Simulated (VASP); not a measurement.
Set up this calculation in VASP 6.6.1, as the native input.

```
Task                   : single point
Functional             : LDA
Potentials or basis    : VASP PAW LDA potentials, release 64 (Li_sv)
Cutoff                 : 520 eV
k mesh                 : 13 × 13 × 13
Occupations            : fermi-dirac, width 0.05 eV
Spin                   : no spin polarisation
Dipole correction      : no
Further INCAR settings : ALGO = Normal; EDIFF = 1e-06; NBANDS = 8
```

The structure of Li lies in POSCAR:

```
Li
1.0
   -1.7675000000      1.7500000000      1.7500000000
    1.7500000000     -1.7675000000      1.7500000000
    1.7500000000      1.7500000000     -1.7675000000
Li
1
Direct
    0.0000000000      0.0000000000      0.0000000000
```

This cell differs from its parent crystal: equal xy, yz and zx shear strains of -1 %.

One way to write it, as run:

INCAR

```
  PREC = Accurate
  ENCUT = 520
  EDIFF = 1E-6
  ISMEAR = -1
  SIGMA = 0.05
  LREAL = F
  LASPH = T
  NELM = 80
  ALGO = Normal
  ISIF = 2
  LWAVE = F
  LCHARG = F
  NBANDS = 8
```

KPOINTS

```
regular mesh
0
Gamma
  13 13 13
```

Potentials or basis: VASP PAW LDA potentials, release 64 (Li_sv).

Launch:

```console
$ cat potpaw_LDA.64/Li_sv/POTCAR > POTCAR
$ mpirun -np 1 vasp_std > vasp.out
```

It took 15 s on 1 thread of Intel Xeon 6975P-C, with other jobs on the host, peak memory 0.14 GiB.
